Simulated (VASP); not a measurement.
Input of a VASP 6.6.1 run:

The input INCAR:

```
ALGO     = Normal         # electronic algorithm
EDIFF    = 1E-6           # SCF threshold, eV
ENCUT    = 520            # plane-wave cutoff, eV
GGA      = PE             # functional
ISIF     = 2              # what is computed and relaxed
ISMEAR   = 0              # smearing method
LASPH    = T              # aspherical terms in the spheres
LCHARG   = F              # write CHGCAR
LREAL    = F              # projectors in reciprocal space
LWAVE    = F              # write WAVECAR
NBANDS   = 18             # bands
NELM     = 60             # most SCF steps
PREC     = Accurate       # precision mode
SIGMA    = 0.1            # smearing width, eV
```

File KPOINTS:

```
k-points
0
Gamma
  6 6 6
```

Contents of POSCAR:

```
BaTl
1.0
    0.0000000000      3.6403792796      3.6403792796
    3.6403792796      0.0000000000      3.6403792796
    3.6403792796      3.6403792796      0.0000000000
Ba Tl
1 1
Direct
    0.5000000000      0.5000000000      0.5000000000
    0.0000000000      0.0000000000      0.0000000000
```

Potentials or basis: VASP PAW PBE potentials, release 64 (Ba_sv, Tl_d).

Launch:

```console
$ cat potpaw_PBE.64/Ba_sv/POTCAR potpaw_PBE.64/Tl_d/POTCAR > POTCAR
$ mpirun -np 1 vasp_std > vasp.out
```

Problem. Estimate the pressure.

Solution. -0.1 GPa.
